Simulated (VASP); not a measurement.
Input of a VASP 6.6.1 run:

File INCAR:

```
SYSTEM = ZnAsPt5
ALGO = Normal ; EDIFF = 1E-6
ENCUT = 500 ; GGA = PS
GGA_COMPAT = .False. ; ISIF = 2
ISMEAR = 1 ; LASPH = .True.
LCHARG = .False. ; LREAL = .False.
LWAVE = .False. ; NBANDS = 42
NELM = 120 ; PREC = Accurate
SIGMA = 0.05
```

File KPOINTS:

```
k-points
0
Gamma
  6 6 3
  0 0 0
```

POSCAR

```
ZnAsPt5
1.0
    3.9256593000      0.0000000000      0.0000000000
    0.0000000000      3.9256593000      0.0000000000
    0.0000000000      0.0000000000      7.1371338800
Zn As Pt
1 1 5
Direct
    0.5000000000      0.5000000000      0.0000000000
    0.0000000000      0.0000000000      0.5000000000
    0.0000000000      0.5000000000      0.2751304700
    0.0000000000      0.5000000000      0.7248695300
    0.5000000000      0.0000000000      0.2751304700
    0.5000000000      0.0000000000      0.7248695300
    0.0000000000      0.0000000000      0.0000000000
```

Potentials or basis: VASP PAW PBE potentials, release 64 (Zn, As, Pt).

The run is started by

```bash
$ cat potpaw_PBE.64/Zn/POTCAR potpaw_PBE.64/As/POTCAR potpaw_PBE.64/Pt/POTCAR > POTCAR
$ mpirun -np 1 vasp_std > vasp.out
```

(1) Predict the pressure.

(2) Estimate the largest force.

Answers

(1) -3.7 GPa.

(2) 0.036 eV/Å.

Caveat: the cell stands under tension; the PAW data sets were made with another functional, which shifts forces and pressure a little.
